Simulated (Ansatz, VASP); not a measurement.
## Two plane-wave programs on SnSe

```
Sn Se
1.0
     0.00000    3.01000    3.01000
     3.01000    0.00000    3.01000
     3.01000    3.01000    0.00000
Sn Se
1 1
Direct
  0.00000 0.00000 0.00000
  0.50000 0.50000 0.50000
```

Alike in both runs: functional r2SCAN; k mesh 8 × 8 × 8; occupations fermi-dirac, width 0.05 eV; no spin polarisation.

```csv
,VASP,Ansatz
version,VASP 6.6.1,Ansatz 0.2.0
potentials or method,"VASP PAW PBE potentials, release 64 (Sn_d, Se)",Ansatz PAW
plane-wave cutoff (eV),520,500
valence electrons in the cell,20,30
task,single point,band structure
```

|  | VASP | Ansatz | Ansatz less VASP |
| --- | --- | --- | --- |
| pressure (GPa) | -0.1 | -0.1 | 0.00 |

VASP's potentials were made for PBE, not for r2SCAN. VASP's potentials hold 20 valence electrons a cell and Ansatz's 30, so a difference there can come from the potentials and not from the codes.
